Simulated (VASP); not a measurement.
# CdF2 (I4mm) in VASP: further runs, part 2 of 2

VASP 6.6.1.

## 4. Single point, PBEsol (all Cd atoms moved +0.087 Å, as atom 1 along Cartesian [0 1 0])

The input, INCAR:

```
  ALGO = Normal
  EDIFF = 1E-6
  ENCUT = 520
  GGA = PS
  ISIF = 2
  ISMEAR = 0
  LASPH = T
  LCHARG = F
  LREAL = F
  LWAVE = F
  NBANDS = 20
  NELM = 60
  PREC = Accurate
  SIGMA = 0.05
```

The input, KPOINTS:

```
k-points
0
Gamma
  8 8 8
```

The input, POSCAR:

```
CdF2
1.0
    0.0000000000      2.6940000000      2.6940000000
    2.6940000000      0.0000000000      2.6940000000
    2.6940000000      2.6940000000      0.0000000000
Cd F
1 2
Direct
    0.0162397921     -0.0162397921      0.0162397921
    0.2500000000      0.2500000000      0.2500000000
    0.7500000000      0.7500000000      0.7500000000
```

Potentials or basis: VASP PAW PBE potentials, release 64 (Cd, F).

Started as:

```console
cat potpaw_PBE.64/Cd/POTCAR potpaw_PBE.64/F/POTCAR > POTCAR
mpirun -np 1 vasp_std > vasp.out
```

OUTCAR:

```text
EDIFF = 1E-6
   ENCUT = 520
   GGA = PS
   ISIF = 2
   ISMEAR = 0
   LASPH = T
   LREAL = F
   NELM = 60
   PREC = Accurate

 ion  position               nearest neighbor table
   1  0.016  0.984  0.016-   3 2.28   3 2.28   2 2.28   2 2.28   2 2.38   3 2.38   2 2.38   3 2.38

   2  0.250  0.250  0.250-   1 2.28   1 2.28   1 2.38   1 2.38
   3  0.750  0.750  0.750-   1 2.28   1 2.28   1 2.38   1 2.38

  LATTYP: Found a face centered cubic cell.
 ALAT       =     5.3880000000

  Lattice vectors:

[... 192 lines left out ...]
      4      -7.0802      2.00000
      5      -7.0612      2.00000
      6      -5.8370      2.00000
[... 541 lines left out ...]
     19      18.2637      0.00000
     20      19.7208      0.00000

 [... further k-points ...]
[... 5 lines left out ...]
  --------------------------------------------------------------------------------------
  -------------------------------------------------------------------------------------
  Total        0.2652851      0.1831647      0.2652851     -0.0000000     -0.0000000     -0.0000000
  in kB       10.8692785      7.5046341     10.8692785     -0.0000000     -0.0000000     -0.0000000
  external PRESSURE =       9.7477304 kB  Pullay stress =       0.0000000 kB

 VOLUME and BASIS-vectors are now :
 -----------------------------------------------------------------------------
  energy-cutoff  :      520.00
  volume of cell :       39.10
      direct lattice vectors                 reciprocal lattice vectors
     0.000000000  2.694000000  2.694000000    -0.185597624  0.185597624  0.185597624
     2.694000000  0.000000000  2.694000000     0.185597624 -0.185597624  0.185597624
     2.694000000  2.694000000  0.000000000     0.185597624  0.185597624 -0.185597624

 POSITION                                       TOTAL-FORCE (eV/Angst)
 -----------------------------------------------------------------------------------
      2.69400      0.08750      2.69400         0.000000     -0.467479      0.000000
      1.34700      1.34700      1.34700         0.000000      0.233740      0.000000
      4.04100      4.04100      4.04100         0.000000      0.233740      0.000000
 -----------------------------------------------------------------------------------
    total drift:                               -0.000001      0.000400     -0.000001

  FREE ENERGIE OF THE ION-ELECTRON SYSTEM (eV)
  ---------------------------------------------------
  free  energy   TOTEN  =       -11.5726049297 eV

  energy  without entropy=      -11.5726049297  energy(sigma->0) =      -11.57260493
```

OSZICAR:

```text
N       E                     dE             d eps       ncg     rms          rms(c)
DAV:   1     0.198142871089E+03    0.19814E+03   -0.15514E+04  2416   0.132E+03
DAV:   2    -0.390898603685E+01   -0.20205E+03   -0.19355E+03  2568   0.342E+02
DAV:   3    -0.129614277808E+02   -0.90524E+01   -0.90260E+01  2708   0.788E+01
DAV:   4    -0.130040868714E+02   -0.42659E-01   -0.42657E-01  2548   0.551E+00
DAV:   5    -0.130042363338E+02   -0.14946E-03   -0.14946E-03  2692   0.295E-01    0.957E+00
DAV:   6    -0.115632682999E+02    0.14410E+01   -0.32119E+00  3028   0.358E+01    0.736E+00
DAV:   7    -0.115931150185E+02   -0.29847E-01   -0.75874E-01  2420   0.783E+00    0.430E+00
DAV:   8    -0.115822062756E+02    0.10909E-01   -0.14946E-01  2444   0.359E+00    0.716E-01
DAV:   9    -0.115719382387E+02    0.10268E-01   -0.35208E-02  2888   0.237E+00    0.931E-02
DAV:  10    -0.115724735771E+02   -0.53534E-03   -0.33631E-03  2416   0.570E-01    0.105E-01
DAV:  11    -0.115725758436E+02   -0.10227E-03   -0.11223E-04  2584   0.110E-01    0.435E-02
DAV:  12    -0.115726014743E+02   -0.25631E-04   -0.82339E-05  2412   0.752E-02    0.205E-02
DAV:  13    -0.115726048660E+02   -0.33917E-05   -0.81378E-06  2576   0.290E-02    0.722E-03
DAV:  14    -0.115726049297E+02   -0.63737E-07   -0.42980E-07  2108   0.866E-03
   1 F= -.11572605E+02 E0= -.11572605E+02  d E =-.157115E-11
```

Wall time 47 s (1 thread of AMD EPYC 7R13 (Zen 3), shared host); peak memory 0.15 GiB.

What came out:

* Free energy: -11.5726 eV
* Pressure: 1.0 GPa
* Largest force: 0.467 eV/Å
* Band gap on the k mesh: 2.90 eV, indirect (least direct gap 3.39 eV)

Forces on the atoms (eV/Å):
```
Cd   0.000 -0.467  0.000
F    0.000  0.234  0.000
F    0.000  0.234  0.000
```

Stress tensor (GPa, compression positive):
```
1.09 0.00 0.00
0.00 0.75 0.00
0.00 0.00 1.09
```

Caveat: the cell differs from its parent crystal (all Cd atoms moved +0.087 Å, as atom 1 along Cartesian [0 1 0]); the PAW data sets were made with another functional, which shifts forces and pressure a little.

## 5. Single point, PBEsol (all Cd atoms moved +0.062 Å, as atom 1 along Cartesian [0 1 0])

The input, INCAR:

```
SYSTEM = CdF2
  PREC = Accurate
  ENCUT = 520
  EDIFF = 1E-7
  ISMEAR = 0
  SIGMA = 0.05
  LREAL = .FALSE.
  LASPH = .TRUE.
  NELM = 80
  ALGO = Normal
  ISIF = 2
  LWAVE = .FALSE.
  LCHARG = .FALSE.
  GGA = PS
  NBANDS = 20
```

The input, KPOINTS:

```
Automatic mesh
0
G
  8 8 8
  0 0 0
```

POSCAR, as its differences from that of step 4:

```diff
@@ -8,3 +8,3 @@
 Direct
-    0.0162397921     -0.0162397921      0.0162397921
+    0.0115998515     -0.0115998515      0.0115998515
     0.2500000000      0.2500000000      0.2500000000
```

Potentials or basis: VASP PAW PBE potentials, release 64 (Cd, F).

Started as:

```console
cat potpaw_PBE.64/Cd/POTCAR potpaw_PBE.64/F/POTCAR > POTCAR
mpirun -np 1 vasp_std > vasp.out
```

OUTCAR:

```text
SYSTEM = CdF2
   PREC = Accurate
   ENCUT = 520
   EDIFF = 1E-7
   ISMEAR = 0
   LREAL = .FALSE.
   LASPH = .TRUE.
   NELM = 80
   ISIF = 2
   GGA = PS

 ion  position               nearest neighbor table
   1  0.012  0.988  0.012-   3 2.30   3 2.30   2 2.30   2 2.30   3 2.37   2 2.37   3 2.37   2 2.37

   2  0.250  0.250  0.250-   1 2.30   1 2.30   1 2.37   1 2.37
   3  0.750  0.750  0.750-   1 2.30   1 2.30   1 2.37   1 2.37

  LATTYP: Found a face centered cubic cell.
 ALAT       =     5.3880000000

  Lattice vectors:

 A1 = (   0.0000000000,   2.6940000000,   2.6940000000)
 A2 = (   2.6940000000,   0.0000000000,   2.6940000000)
 A3 = (   2.6940000000,   2.6940000000,   0.0000000000)

Analysis of symmetry for initial positions (statically):
=====================================================================
 Subroutine PRICEL returns:
 Original cell was already a primitive cell.

 Routine SETGRP: Setting up the symmetry group for a
 face centered cubic supercell.

 Subroutine GETGRP returns: Found  8 space group operations
 (whereof  8 operations were pure point group operations)
 out of a pool of 48 trial point group operations.

The static configuration has the point symmetry C_4v.

Analysis of symmetry for dynamics (positions and initial velocities):
=====================================================================
 Subroutine PRICEL returns:
 Original cell was already a primitive cell.

 Routine SETGRP: Setting up the symmetry group for a
 face centered cubic supercell.

 Subroutine GETGRP returns: Found  8 space group operations
 (whereof  8 operations were pure point group operations)
 out of a pool of 48 trial point group operations.

The dynamic configuration has the point symmetry C_4v.

 Subroutine INISYM returns: Found  8 space group operations
 (whereof  8 operations are pure point group operations),
[... 106 lines left out ...]
   POTIM  = 0.5000    time-step for ionic-motion
   TEBEG  =    0.0;   TEEND  =   0.0 temperature during run
   PSTRESS=    0.0 pullay stress
   NELECT =      26.0000    total number of electrons
   NUPDOWN=      -1.0000    fix difference up-down
   EMIN   =  10.00;   EMAX   =-10.00  energy-range for DOS
   EFERMI =   0.00;   METHOD = LEGACY
   ISMEAR =     0;   SIGMA  =   0.05  broadening in eV -4-tet -1-fermi 0-gaus
   EFERMI_NEDOS =   21; number of points for ismear=-14 and -15
   IALGO  =     38    algorithm
   IMIX   =      4    mixing-type and parameters
     AMIX     =   0.40;   BMIX     =  1.00
     AMIX_MAG =   1.60;   BMIX_MAG =  1.00
  volume/ion in A,a.u.               =      13.03        87.96
  Fermi-wavevector in a.u.,A,eV,Ry     =   1.428867  2.700166 27.778468  2.041660
  Thomas-Fermi vector in A             =   2.548882
   LORBIT       =      0    0 simple, 1 ext, 2 COOP (PROOUT), +10 PAW based schemes
   GGA     = PS    functional components
   LHFCALC =     F    Hartree Fock is set to
   AEXX    =    0.0000 exact exchange contribution
   IVDW    =     0    specifies the selected vdW correction
   LEPSILON=     F    determine dielectric tensor
   LRPA    =     F    only Hartree local field effects (RPA)
 non-spin polarized calculation
 Gauss-broadening in eV      SIGMA  =   0.05
  energy-cutoff  :      520.00
  volume of cell :       39.10
 maximum number of plane-waves:      1067
   NGX = 15   NGY = 15   NGZ = 15

 number of electron      25.9999978 magnetization

 Free energy of the ion-electron system (eV)
  ---------------------------------------------------
  ext. energy  EPLUGINS =         0.00000000
  ---------------------------------------------------
  free energy    TOTEN  =       -11.58261049 eV

  energy without entropy =      -11.58261049  energy(sigma->0) =      -11.58261049

 E-fermi :  -1.2204     XC(G=0): -10.7070

 val. band max:       -1.4389234183   @ k =  -0.2500   0.5000   0.2500
 cond. band min:       1.4616216591   @ k =   0.0000   0.0000   0.0000
 fundamental gap:      2.9005450774
 Fermi energy:        -1.2204160601

 k-point     1 :       0.0000    0.0000    0.0000
  band No.  band energies     occupation
      1     -22.1640      2.00000
      2     -21.0301      2.00000
      3      -7.0760      2.00000
      4      -7.0760      2.00000
      5      -7.0663      2.00000
      6      -5.8286      2.00000
[... 541 lines left out ...]
     19      18.2648      0.00000
     20      19.7221      0.00000

 [... further k-points ...]
[... 5 lines left out ...]
  --------------------------------------------------------------------------------------
  -------------------------------------------------------------------------------------
  Total        0.1992406      0.1573909      0.1992406      0.0000000     -0.0000000      0.0000000
  in kB        8.1632969      6.4486298      8.1632969      0.0000000     -0.0000000      0.0000000
  external PRESSURE =       7.5917412 kB  Pullay stress =       0.0000000 kB

 VOLUME and BASIS-vectors are now :
 -----------------------------------------------------------------------------
  energy-cutoff  :      520.00
  volume of cell :       39.10
      direct lattice vectors                 reciprocal lattice vectors
     0.000000000  2.694000000  2.694000000    -0.185597624  0.185597624  0.185597624
     2.694000000  0.000000000  2.694000000     0.185597624 -0.185597624  0.185597624
     2.694000000  2.694000000  0.000000000     0.185597624  0.185597624 -0.185597624

 POSITION                                       TOTAL-FORCE (eV/Angst)
 -----------------------------------------------------------------------------------
      2.69400      0.06250      2.69400         0.000000     -0.333783      0.000000
      1.34700      1.34700      1.34700         0.000000      0.166891      0.000000
      4.04100      4.04100      4.04100         0.000000      0.166891      0.000000
 -----------------------------------------------------------------------------------
    total drift:                               -0.000000      0.000312      0.000000

  FREE ENERGIE OF THE ION-ELECTRON SYSTEM (eV)
  ---------------------------------------------------
  free  energy   TOTEN  =       -11.5826104911 eV

  energy  without entropy=      -11.5826104911  energy(sigma->0) =      -11.58261049
```

OSZICAR:

```text
N       E                     dE             d eps       ncg     rms          rms(c)
DAV:   1     0.196826120565E+03    0.19683E+03   -0.15546E+04  2432   0.132E+03
DAV:   2    -0.400471195904E+01   -0.20083E+03   -0.19247E+03  2548   0.341E+02
DAV:   3    -0.129704653696E+02   -0.89658E+01   -0.89383E+01  2684   0.783E+01
DAV:   4    -0.130130346449E+02   -0.42569E-01   -0.42567E-01  2532   0.549E+00
DAV:   5    -0.130131820124E+02   -0.14737E-03   -0.14737E-03  2708   0.293E-01    0.953E+00
DAV:   6    -0.115739320920E+02    0.14392E+01   -0.32134E+00  3028   0.357E+01    0.732E+00
DAV:   7    -0.116031018909E+02   -0.29170E-01   -0.75029E-01  2416   0.776E+00    0.427E+00
DAV:   8    -0.115919865677E+02    0.11115E-01   -0.14728E-01  2436   0.355E+00    0.711E-01
DAV:   9    -0.115819533682E+02    0.10033E-01   -0.34204E-02  2868   0.232E+00    0.939E-02
DAV:  10    -0.115824793336E+02   -0.52597E-03   -0.33287E-03  2448   0.565E-01    0.105E-01
DAV:  11    -0.115825816594E+02   -0.10233E-03   -0.11174E-04  2580   0.110E-01    0.438E-02
DAV:  12    -0.115826070727E+02   -0.25413E-04   -0.83666E-05  2408   0.759E-02    0.202E-02
DAV:  13    -0.115826104317E+02   -0.33590E-05   -0.81447E-06  2596   0.290E-02    0.721E-03
DAV:  14    -0.115826104911E+02   -0.59411E-07   -0.42791E-07  2552   0.858E-03
   1 F= -.11582610E+02 E0= -.11582610E+02  d E =-.694959E-12
```

stdout:

```text
POSCAR found type information on POSCAR CdF
 POSCAR found :  2 types and       3 ions
 scaLAPACK will be used
 -----------------------------------------------------------------------------
|                                                                             |
|                                                                             |
|     You enforced a specific xc type in the INCAR file but a different       |
|     I HOPE YOU KNOW WHAT YOU ARE DOING!                                     |
|                                                                             |
 -----------------------------------------------------------------------------

 LDA part: xc-table for (Slater+PW92), standard interpolation
 POSCAR, INCAR and KPOINTS ok, starting setup
 FFT: planning ... GRIDC
 FFT: planning ... GRID_SOFT
 FFT: planning ... GRID
 WAVECAR not read
 entering main loop
```

Run time: 46 s. Hardware: 1 thread of AMD EPYC 7R13 (Zen 3), shared host; peak memory 0.15 GiB.

Results:

```yaml
Free_energy: -11.5826 eV
Pressure: 0.8 GPa
Largest_force: 0.334 eV/Å
Band_gap_on_the_k_mesh: 2.90 eV, indirect (least direct gap 3.39 eV)
```

Forces in eV/Å, atoms in the order of the input:
```
Cd   0.000 -0.334  0.000
F    0.000  0.167  0.000
F    0.000  0.167  0.000
```

Caveat: the cell differs from its parent crystal (all Cd atoms moved +0.062 Å, as atom 1 along Cartesian [0 1 0]); the PAW data sets were made with another functional, which shifts forces and pressure a little. A k mesh can miss the band edges.
